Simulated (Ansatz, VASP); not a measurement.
**ZrC in VASP and in Ansatz**

```
Zr C
1.0
     2.86828    0.00000    0.00000
     0.00000    2.86828    0.00000
     0.00000    0.00000    2.86828
Zr C
1 1
Cartesian
  0.0000 0.0000 0.0000
  1.4341 1.4341 1.4341
```

Alike in both runs: task single point; functional PBE; k mesh 12 × 12 × 12; occupations gaussian, width 0.05 eV; no spin polarisation.

```csv
,VASP,Ansatz
version,VASP 6.6.1,Ansatz 0.2.0
potentials or method,"VASP PAW PBE potentials, release 64 (Zr_sv, C), cutoff 520 eV","scalar-relativistic, plane waves, PAW"
valence electrons in the cell,16,16
```

```csv
,VASP,Ansatz,Ansatz less VASP
gap on the k mesh at the Fermi level (eV),none,none,-
pressure (GPa),11.8,11.6,-0.26
```

A gap of «none» marks a metal or a gap that the smearing closes.
